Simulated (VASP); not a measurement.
Crystal: Br.

```
Br
1.0
     3.32809   -1.95172    0.00000
     3.32809    1.95172    0.00000
     0.00000    0.00000    8.47323
Br
4
Direct
  0.84067 0.15933 0.12092
  0.65933 0.34067 0.62092
  0.15933 0.84067 0.87908
  0.34067 0.65933 0.37908
```

Base run:

| Quantity | Value |
| --- | --- |
| Program | VASP 6.6.1 |
| Functional | LDA |
| Potentials or basis | VASP PAW LDA potentials, release 64 (Br) |
| Cutoff | 520 eV |
| k mesh | 9 × 9 × 4 |
| Occupations | fermi-dirac, width 0.3 eV |
| Spin | no spin polarisation |

Its results: band gap on the k mesh 1.04 eV (least direct gap 1.22 eV); pressure 0.5 GPa; largest force 0.174 eV/Å.

Task: The run is repeated on the same cell with these changes: occupations from fermi-dirac, width 0.3 eV to fermi-dirac, width 1 eV. What comes out?

Result: Band gap on the k mesh 1.24 eV (least direct gap 1.43 eV); pressure 7.2 GPa; largest force 1.623 eV/Å.

Caveats: so wide a smearing shifts energies and pressures; the stress differs along the axes, from -1 to 15 GPa (at least some runs); forces of over 1 eV/Å act on the atoms, so gaps and moduli don't describe the material at rest (at least some runs).

A k mesh can miss the band edges.
